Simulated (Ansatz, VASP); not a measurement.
Os: VASP beside Ansatz

```
CELL_PARAMETERS angstrom
2.75270 0.00000 0.00000
-1.37635 2.38390 0.00000
0.00000 0.00000 4.35064
ATOMIC_POSITIONS crystal
Os 0.33333 0.66667 0.25000
Os 0.66667 0.33333 0.75000
```

Alike in both runs: functional PBE; k mesh 18 × 18 × 10; occupations gaussian, width 0.1 eV; no spin polarisation.

Ansatz relaxed the structure, and its values are those at the end. VASP's run is a single point on that final structure, the one shown.

|  | VASP | Ansatz |
| --- | --- | --- |
| version | VASP 6.6.1 | Ansatz 0.2.0 |
| potentials or method | VASP PAW PBE potentials, release 64 (Os), cutoff 600 eV | scalar-relativistic, plane waves, PAW |
| valence electrons in the cell | 16 | 32 |

|  | VASP | Ansatz | Ansatz less VASP |
| --- | --- | --- | --- |
| gap on the k mesh at the Fermi level (eV) | none | none | - |
| pressure (GPa) | 0.0 | 0.0 | -0.04 |

A gap of «none» marks a metal or a gap that the smearing closes. With one functional, cell and mesh, what is left measures potentials, basis and numerics. VASP's potentials hold 16 valence electrons a cell and Ansatz's 32, so a difference there can come from the potentials and not from the codes.

Neither program's run includes spin-orbit coupling.
